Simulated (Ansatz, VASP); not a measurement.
Lu: VASP beside Ansatz

```
Lu
1.0
     3.50708    0.00000    0.00000
    -1.75354    3.03722    0.00000
     0.00000    0.00000    5.47729
Lu
2
Direct
  0.33333 0.66667 0.25000
  0.66667 0.33333 0.75000
```

Alike in both runs: task single point; functional PBE; k mesh 10 × 10 × 6; occupations gaussian, width 0.6 eV; no spin polarisation.

|  | VASP | Ansatz |
| --- | --- | --- |
| version | VASP 6.6.1 | Ansatz 0.2.0 |
| potentials or method | VASP PAW PBE potentials, release 64 (Lu), cutoff 520 eV | plane waves (420 eV) with PAW, scalar-relativistic |
| valence electrons in the cell | 50 | 50 |

```tsv
	VASP	Ansatz	Ansatz less VASP
pressure (GPa)	0.9	0.5	-0.35
traceless stress, the component that is largest in VASP (GPa)	0.54	0.53	-0.007
```

The functional is the same, so the differences come from potentials, cutoffs and numerics.

Neither program's run includes spin-orbit coupling.
